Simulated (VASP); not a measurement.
InP (rocksalt type): single point with PBE

Crystal: InP (rocksalt type).

```
CELL_PARAMETERS angstrom
0.00000 2.76963 2.76963
2.76963 0.00000 2.76963
2.76963 2.76963 0.00000
ATOMIC_POSITIONS crystal
In 0.00000 0.00000 0.00000
P 0.50000 0.50000 0.50000
```

```
Program                : VASP 6.6.1
Task                   : single point
Functional             : PBE
Potentials or basis    : VASP PAW PBE potentials, release 64 (In_d, P)
Cutoff                 : 520 eV
k mesh                 : 13 × 13 × 13
Occupations            : fermi-dirac, width 0.05 eV
Spin                   : no spin polarisation
Dipole correction      : no
Further INCAR settings : ALGO = Normal; EDIFF = 1e-06; NBANDS = 16
```

The pressure is 0.0 GPa and the band gap on the k mesh is zero (band 9 reaches 7.32 eV, above the bottom of band 10 at 4.72 eV).

Levels at points of the mesh, in eV from the Fermi level:
```tsv
k point	band 6	band 7	band 8	band 9	band 10	band 11	band 12	band 13
(0.00, 0.00, 0.00)	-11.99	-0.27	-0.27	-0.27	0.53	7.11	7.11	7.11
```

Run time: 46 s on 1 thread of Intel(R) Xeon(R) 6975P-C (Granite Rapids), on a shared host, peak memory 0.2 GiB.

Caveat: spin-orbit coupling is left out, which moves the levels of the heavy elements.
